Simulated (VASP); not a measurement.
# B3RuN4 (a cell with a defect) in VASP: single point with PBEsol+U

Aim: the single point of B3RuN4 (a cell with a defect) with PBEsol+U.

Program: VASP 6.6.1. These are calculated values, not measurements. Logs are shortened: lines on timing, memory, paths and dates and some standing lists are left out, and cuts for length are marked.

## (1) The cell of the first run

The cell holds a defect, 8 atoms: a = 3.615 Å, b = 3.615 Å, c = 3.615 Å, α = 90.00°, β = 90.00°, γ = 90.00°.

## (2) Single point, PBEsol+U

Input file INCAR:

```
PREC = Accurate
ENCUT = 520
EDIFF = 1E-6
ISMEAR = -1
SIGMA = 0.01
LREAL = False
LASPH = True
NELM = 150
ALGO = Normal
ISIF = 2
LWAVE = False
LCHARG = False
LMAXMIX = 4
LDAU = True
LDAUTYPE = 2
LDAUL = -1 -1 2
LDAUU = 0 0 2.3
LDAUJ = 0 0 0
LDAUPRINT = 1
GGA = PS
NBANDS = 32
```

Input file KPOINTS:

```
Automatic mesh
0
Gamma
  3 3 3
```

Input file POSCAR:

```
B3RuN4
1.0
    3.6150000000      0.0000000000      0.0000000000
    0.0000000000      3.6150000000      0.0000000000
    0.0000000000      0.0000000000      3.6150000000
B N Ru
3 4 1
Direct
    0.9831546800      0.9982477600      0.9954913800
    0.0307476700      0.4974867000      0.5045149700
    0.4940340300      0.9770954900      0.4914858200
    0.2467185100      0.2318996400      0.2472893300
    0.2440720000      0.7555566200      0.7579044000
    0.7670259000      0.2544217400      0.7535383200
    0.7541309200      0.7527021600      0.2447491600
    0.5111825600      0.5067323100      0.9977617200
```

Potentials or basis: VASP PAW PBE potentials, release 64 (B, N, Ru_pv).

Command:

```console
$ cat potpaw_PBE.64/B/POTCAR potpaw_PBE.64/N/POTCAR potpaw_PBE.64/Ru_pv/POTCAR > POTCAR
$ mpirun -np 1 vasp_std > vasp.out
```

OUTCAR:

```text
PREC = Accurate
   ENCUT = 520
   EDIFF = 1E-6
   ISMEAR = -1
   LREAL = False
   LASPH = True
   NELM = 150
   ISIF = 2
   GGA = PS

 ion  position               nearest neighbor table
   1  0.983  0.998  0.995-   6 1.49   7 1.51   5 1.55   4 1.57   8 2.46   8 2.51   8 2.61   8 2.65

   2  0.031  0.497  0.505-   5 1.52   4 1.55   6 1.58   7 1.65   8 2.49   8 2.52   8 2.59   8 2.62

   3  0.494  0.977  0.491-   7 1.53   5 1.54   4 1.56   6 1.70   8 2.47   8 2.50   8 2.62   8 2.65

   4  0.247  0.232  0.247-   2 1.55   3 1.56   1 1.57   8 1.65
   5  0.244  0.756  0.758-   2 1.52   3 1.54   1 1.55   8 1.58
   6  0.767  0.254  0.754-   1 1.49   8 1.57   2 1.58   3 1.70
   7  0.754  0.753  0.245-   1 1.51   3 1.53   8 1.54   2 1.65
   8  0.511  0.507  0.998-   7 1.54   6 1.57   5 1.58   4 1.65   1 2.46   3 2.47   2 2.49   3 2.50
                             1 2.51   2 2.52   2 2.59   1 2.61   3 2.62   2 2.62   3 2.65   1 2.65

  LATTYP: Found a simple cubic cell.
 ALAT       =     3.6150000000

  Lattice vectors:

 A1 = (   3.6150000000,   0.0000000000,   0.0000000000)
 A2 = (   0.0000000000,   3.6150000000,   0.0000000000)
 A3 = (   0.0000000000,   0.0000000000,   3.6150000000)

Analysis of symmetry for initial positions (statically):
=====================================================================
 Subroutine PRICEL returns:
 Original cell was already a primitive cell.

 Routine SETGRP: Setting up the symmetry group for a
 simple cubic supercell.

 Subroutine GETGRP returns: Found  1 space group operations
 (whereof  1 operations were pure point group operations)
 out of a pool of 48 trial point group operations.

The static configuration has the point symmetry C_1 .

Analysis of symmetry for dynamics (positions and initial velocities):
=====================================================================
 Subroutine PRICEL returns:
 Original cell was already a primitive cell.

 Routine SETGRP: Setting up the symmetry group for a
 simple cubic supercell.
[... 163 lines left out ...]
 -0.0017 -0.0167  0.8858 -0.0038  0.0001
  0.0200 -0.0028 -0.0038  0.6973 -0.0108
  0.0107  0.0016  0.0001 -0.0108  0.8846

 occupancies and eigenvectors

  o =  0.6703  v = -0.6593  0.4888  0.0428  0.5668  0.0580  0.0000  0.0000  0.0000  0.0000  0.0000      0.0000  0.0000  0.0000  0.0000  0.0000  0.0000  0.0000  0.0000  0.0000  0.0000
  o =  0.6703  v =  0.0000  0.0000  0.0000  0.0000  0.0000 -0.6593  0.4888  0.0428  0.5668  0.0580      0.0000  0.0000  0.0000  0.0000  0.0000  0.0000  0.0000  0.0000  0.0000  0.0000
  o =  0.6980  v =  0.0775  0.7958  0.0592 -0.5959 -0.0459  0.0000  0.0000  0.0000  0.0000  0.0000      0.0000  0.0000  0.0000  0.0000  0.0000  0.0000  0.0000  0.0000  0.0000  0.0000
  o =  0.6980  v =  0.0000  0.0000  0.0000  0.0000  0.0000  0.0775  0.7958  0.0592 -0.5959 -0.0459      0.0000  0.0000  0.0000  0.0000  0.0000  0.0000  0.0000  0.0000  0.0000  0.0000
  o =  0.7218  v =  0.7458  0.3463  0.0561  0.5661 -0.0148  0.0000  0.0000  0.0000  0.0000  0.0000      0.0000  0.0000  0.0000  0.0000  0.0000  0.0000  0.0000  0.0000  0.0000  0.0000
  o =  0.7218  v =  0.0000  0.0000  0.0000  0.0000  0.0000  0.7458  0.3463  0.0561  0.5661 -0.0148      0.0000  0.0000  0.0000  0.0000  0.0000  0.0000  0.0000  0.0000  0.0000  0.0000
  o =  0.8857  v =  0.0525  0.0115  0.0214 -0.0524  0.9969  0.0000  0.0000  0.0000  0.0000  0.0000      0.0000  0.0000  0.0000  0.0000  0.0000  0.0000  0.0000  0.0000  0.0000  0.0000
  o =  0.8857  v =  0.0000  0.0000  0.0000  0.0000  0.0000  0.0525  0.0115  0.0214 -0.0524  0.9969      0.0000  0.0000  0.0000  0.0000  0.0000  0.0000  0.0000  0.0000  0.0000  0.0000
  o =  0.8874  v =  0.0000  0.0000  0.0000  0.0000  0.0000 -0.0194 -0.0881  0.9955 -0.0197 -0.0204      0.0000  0.0000  0.0000  0.0000  0.0000  0.0000  0.0000  0.0000  0.0000  0.0000
  o =  0.8874  v = -0.0194 -0.0881  0.9955 -0.0197 -0.0204  0.0000  0.0000  0.0000  0.0000  0.0000      0.0000  0.0000  0.0000  0.0000  0.0000  0.0000  0.0000  0.0000  0.0000  0.0000

 number of electron      42.9999999 magnetization

 Free energy of the ion-electron system (eV)
  ---------------------------------------------------
  ext. energy  EPLUGINS =         0.00000000
  ---------------------------------------------------
  free energy    TOTEN  =       -54.21707475 eV

  energy without entropy =      -54.21606991  energy(sigma->0) =      -54.21657233

 E-fermi :  14.0222     XC(G=0): -14.0825

 val. band max:       14.0095052121   @ k =   0.3333   0.3333   0.0000
 cond. band min:      14.1491904950   @ k =   0.0000   0.3333   0.0000
 fundamental gap:      0.1396852829
 Fermi energy:        14.0222007138

 k-point     1 :       0.0000    0.0000    0.0000
  band No.  band energies     occupation
      1     -31.5324      2.00000
      2     -31.3515      2.00000
      3     -30.9137      2.00000
      4      -9.8081      2.00000
      5      -4.7894      2.00000
      6      -4.4877      2.00000
[... 479 lines left out ...]
     31      22.8937      0.00000
     32      23.7746      0.00000

------------------------ aborting loop because EDIFF is reached ----------------------------------------

  FORCE on cell =-STRESS in cart. coord.  units (eV):
  Direction    XX          YY          ZZ          XY          YZ          ZX
  --------------------------------------------------------------------------------------
  -------------------------------------------------------------------------------------
  Total       53.6548751     53.1456887     50.8899821     -1.0778509      4.2949762      4.2119548
  in kB     1819.6793458   1802.4105323   1725.9093263    -36.5547952    145.6620556    142.8464247
  external PRESSURE =    1782.6664015 kB  Pullay stress =       0.0000000 kB

 VOLUME and BASIS-vectors are now :
 -----------------------------------------------------------------------------
  energy-cutoff  :      520.00
  volume of cell :       47.24
      direct lattice vectors                 reciprocal lattice vectors
     3.615000000  0.000000000  0.000000000     0.276625173  0.000000000  0.000000000
     0.000000000  3.615000000  0.000000000     0.000000000  0.276625173  0.000000000
     0.000000000  0.000000000  3.615000000     0.000000000  0.000000000  0.276625173

 POSITION                                       TOTAL-FORCE (eV/Angst)
 -----------------------------------------------------------------------------------
      3.55410      3.60867      3.59870         1.575033      0.400919      0.404308
      0.11115      1.79841      1.82382        -1.860013     -0.543608     -0.477023
      1.78593      3.53220      1.77672         0.240106      1.863207      0.545133
      0.89189      0.83832      0.89395        -7.009515     -7.305081      7.921206
      0.88232      2.73134      2.73982       -10.209276      9.911739    -11.131551
      2.77280      0.91973      2.72404         9.636373    -11.136449    -11.793193
      2.72618      2.72102      0.88477        12.623158     11.717622     13.809162
      1.84792      1.83184      3.60691        -4.995866     -4.908349      0.721957
 -----------------------------------------------------------------------------------
    total drift:                               -0.000319      0.000181     -0.000222

  FREE ENERGIE OF THE ION-ELECTRON SYSTEM (eV)
  ---------------------------------------------------
  free  energy   TOTEN  =       -54.2170747542 eV

  energy  without entropy=      -54.2160699098  energy(sigma->0) =      -54.21657233
```

stdout:

```text
POSCAR found type information on POSCAR B N Ru
 POSCAR found :  3 types and       8 ions
 scaLAPACK will be used
 -----------------------------------------------------------------------------
|                                                                             |
|                                                                             |
|     You enforced a specific xc type in the INCAR file but a different       |
|     I HOPE YOU KNOW WHAT YOU ARE DOING!                                     |
|                                                                             |
 -----------------------------------------------------------------------------

 LDA part: xc-table for (Slater+PW92), standard interpolation
 POSCAR, INCAR and KPOINTS ok, starting setup
 FFT: planning ... GRIDC
 FFT: planning ... GRID_SOFT
 FFT: planning ... GRID
 WAVECAR not read
 entering main loop
```

Run time: 12 s. Hardware: 1 thread of AMD EPYC 9R45 (Zen 5), shared host; peak memory 0.13 GiB.

What came out:

```
Free energy   : -54.2171 eV
Pressure      : 178.3 GPa
Largest force : 22.076 eV/Å
```

Forces in eV/Å, atoms in the order of the input:
```
B     1.575   0.401   0.404
B    -1.860  -0.544  -0.477
B     0.240   1.863   0.545
N    -7.010  -7.305   7.921
N   -10.209   9.912 -11.132
N     9.636 -11.136 -11.793
N    12.623  11.718  13.809
Ru   -4.996  -4.908   0.722
```

Stress tensor (GPa, compression positive):
```
181.97  -3.66  14.28
 -3.66 180.24  14.57
 14.28  14.57 172.59
```

Levels at points of the mesh, in eV from the Fermi level:
```csv
k point,band 17,band 18,band 19,band 20,band 21,band 22,band 23,band 24,band 25,band 26
"(0.00, 0.00, 0.00)",-6.78,-6.42,-6.12,-3.26,-3.10,-0.32,-0.31,0.25,4.30,7.27
```

Eigenvalues of the final occupation matrices:
```
    site  spin  trace               eigenvalues
site 8 d     1   3.86  0.67 0.70 0.72 0.89 0.89
site 8 d     2   3.86  0.67 0.70 0.72 0.89 0.89
```

Caveat: the k points lie up to 0.58 Å⁻¹ apart; the PAW data sets were made with another functional, which shifts forces and pressure a little; U without spin polarisation on a metal has little footing.
